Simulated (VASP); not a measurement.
A run of VASP 6.6.1 is set up as follows.

File INCAR:

```
SYSTEM = FeSi
PREC = Accurate ; ENCUT = 520
EDIFF = 1E-7 ; ISMEAR = 0
SIGMA = 0.01 ; LREAL = .False.
LASPH = .True. ; NELM = 100
ALGO = Normal ; ISIF = 2
LWAVE = .False. ; LCHARG = .False.
GGA = PE ; NBANDS = 34
```

File KPOINTS:

```
regular mesh
0
Gamma
  6 6 6
  0 0 0
```

The input POSCAR:

```
FeSi
1.0
    4.4030528928      0.0000000000      0.0000000000
    0.0000000000      4.4030528928      0.0000000000
    0.0000000000      0.0000000000      4.4030528928
Fe Si
4 4
Direct
    0.1366600336      0.1366600336      0.1366600336
    0.3633399664      0.8633399664      0.6366600336
    0.6366600336      0.3633399664      0.8633399664
    0.8633399664      0.6366600336      0.3633399664
    0.8411319744      0.8411319744      0.8411319744
    0.6588680256      0.1588680256      0.3411319744
    0.3411319744      0.6588680256      0.1588680256
    0.1588680256      0.3411319744      0.6588680256
```

Potentials or basis: VASP PAW PBE potentials, release 64 (Fe, Si).

The run is started by

```console
$ cat potpaw_PBE.64/Fe/POTCAR potpaw_PBE.64/Si/POTCAR > POTCAR
$ mpirun -np 1 vasp_std > vasp.out
```

(1) Predict the band gap on the k mesh.

(2) Estimate the largest force.

(3) Predict the pressure.

Answers

(1) 0.18 eV.

(2) 0.103 eV/Å.

(3) 7.5 GPa.

Caveat: the cell stands under pressure.
